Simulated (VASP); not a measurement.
Here is a VASP 6.6.1 calculation.

Contents of INCAR:

```
SYSTEM = Ni
ALGO = Normal
EDIFF = 1E-6
ENCUT = 520
GGA = PE
ISIF = 2
ISMEAR = 0
LASPH = .TRUE.
LCHARG = .TRUE.
LELF = .TRUE.
LREAL = .FALSE.
LVHAR = .TRUE.
LWAVE = .FALSE.
NBANDS = 11
NELM = 80
PREC = Accurate
SIGMA = 0.1
```

File KPOINTS:

```
k-points
0
G
  26 26 26
  0 0 0
```

The input POSCAR:

```
Ni
1.0
    0.0000000000      1.7558170845      1.7558170845
    1.7558170845      0.0000000000      1.7558170845
    1.7558170845      1.7558170845      0.0000000000
Ni
1
Direct
    0.0000000000      0.0000000000      0.0000000000
```

Potentials or basis: VASP PAW PBE potentials, release 64 (Ni).

Launch:

```bash
$ cat potpaw_PBE.64/Ni/POTCAR > POTCAR
$ mpirun -np 1 vasp_std > vasp.out
```

Estimate the band gap on the k mesh.

zero (band 5 reaches 9.43 eV, above the bottom of band 6 at 8.46 eV).

What does it give for the pressure?

0.0 GPa.

Caveat: the run has no spin polarisation, though such a crystal can be magnetic. Spin polarisation is off, so any magnetic state and its effect on volume and gap are missing.
